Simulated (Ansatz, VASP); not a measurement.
**Two plane-wave programs on Cu2Pb**

The input INCAR:

```
  PREC = Accurate
  ENCUT = 520
  EDIFF = 1E-7
  ISMEAR = 0
  SIGMA = 0.1
  LREAL = False
  LASPH = True
  NELM = 100
  ALGO = Fast
  ISIF = 2
  LWAVE = False
  LCHARG = True
  GGA = PE
  LELF = True
  LVHAR = True
  NBANDS = 45
```

Contents of KPOINTS:

```
Automatic mesh
0
Gamma
  6 4 4
```

POSCAR

```
Cu2Pb
1.0
    3.5871117100      0.0000000000      0.0000000000
    0.0000000000      5.8157535000      0.0000000000
    0.0000000000      0.0000000000      5.0645260400
Cu Pb
4 2
Direct
    0.0000000000      0.8090000200      0.3609999900
    0.0000000000      0.1909999800      0.3609999900
    0.5000000000      0.3090000200      0.6390000100
    0.5000000000      0.6909999800      0.6390000100
    0.0000000000      0.0000000000      0.8492000000
    0.5000000000      0.5000000000      0.1508000000
```

Input for Ansatz:

```yaml
crystal:
  lattice:
    - [3.58711171, 0.0, 0.0]
    - [0.0, 5.8157535, 0.0]
    - [0.0, 0.0, 5.06452604]
  atoms:
    - { symbol: Cu, position: [0.0, 0.80900002, 0.36099999] }
    - { symbol: Cu, position: [0.0, 0.19099998, 0.36099999] }
    - { symbol: Cu, position: [0.5, 0.30900002, 0.63900001] }
    - { symbol: Cu, position: [0.5, 0.69099998, 0.63900001] }
    - { symbol: Pb, position: [0.0, 0.0, 0.8492] }
    - { symbol: Pb, position: [0.5, 0.5, 0.1508] }
basis:
  ecutwfc: 420
kpoints:
  mp_grid: { grid: [6, 4, 4] }
hamiltonian:
  xc: pbe
scf:
  occupations: { method: gaussian, width: 0.1 }
  lower_state_search: "off"
output:
  forces: true
  stress: true
  eigenvalues: true
```

Change from the starting cell: species swapped into the B2Ru type (Pmmn, No. 59).

Alike in both runs: task single point; functional PBE; k mesh 6 × 4 × 4; occupations gaussian, width 0.1 eV; no spin polarisation.

|  | VASP | Ansatz |
| --- | --- | --- |
| version | VASP 6.6.1 | Ansatz 0.2.0 |
| potentials or method | VASP PAW PBE potentials, release 64 (Cu, Pb_d), cutoff 520 eV | scalar-relativistic, plane waves, PAW |
| valence electrons in the cell | 72 | 104 |

Ansatz gave:

| Property | Result |
| --- | --- |
| gap on the k mesh at the Fermi level (eV) | none |
| pressure (GPa) | 11.3 |
| traceless stress, the component that is largest in VASP (GPa) | 4.29 |
| rms of the force components (eV/Å) | 0.683 |

Problem. Estimate VASP's values.

Solution. gap on the k mesh at the Fermi level (eV): none; pressure (GPa): 11.4; traceless stress, the component that is largest in VASP (GPa): 4.34; rms of the force components (eV/Å): 0.690.

Atom by atom the forces differ by 0.008 eV/Å (rms over components). A gap of «none» marks a metal or a gap that the smearing closes. With one functional, cell and mesh, what is left measures potentials, basis and numerics. VASP's potentials hold 72 valence electrons a cell and Ansatz's 104, so a difference there can come from the potentials and not from the codes.

Spin-orbit coupling is off throughout.
